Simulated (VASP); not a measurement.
**In: single point with PBE**

Crystal: In.

```
In
1.0
    -1.63468    1.63468    2.56986
     1.63468   -1.63468    2.56986
     1.63468    1.63468   -2.56986
In
1
Direct
  0.00000 0.00000 0.00000
```

| Quantity | Value |
| --- | --- |
| Program | VASP 6.6.1 |
| Task | single point |
| Functional | PBE |
| Potentials or basis | VASP PAW PBE potentials, release 64 (In_d) |
| Cutoff | 520 eV |
| k mesh | 16 × 16 × 16 |
| Occupations | gaussian, width 0.1 eV |
| Spin | no spin polarisation |

```yaml
Pressure: -0.1 GPa
```

Levels at points of the mesh, in eV from the Fermi level:
```
           k point  band 3  band 4  band 5  band 6  band 7  band 8  band 9  band 10
(0.00, 0.00, 0.00)  -14.54  -14.51  -14.38   -9.21   10.12   10.12   10.28    11.54
(0.50, 0.00, 0.00)  -14.53  -14.33  -14.28   -4.26   -3.15    6.84    9.12    10.57
(0.50, 0.50, 0.00)  -14.32  -14.32  -14.20   -1.70   -1.57    3.23    3.86     6.65
(0.50, 0.50, 0.50)  -14.30  -14.28  -14.28   -3.32   -2.66    4.91    4.91     8.25
```

Wall time 89 s on 1 thread of Intel(R) Xeon(R) Platinum 8488C (Sapphire Rapids), with other jobs on the host, peak memory 0.23 GiB.

Caveat: spin-orbit coupling is left out, which moves the levels of the heavy elements.
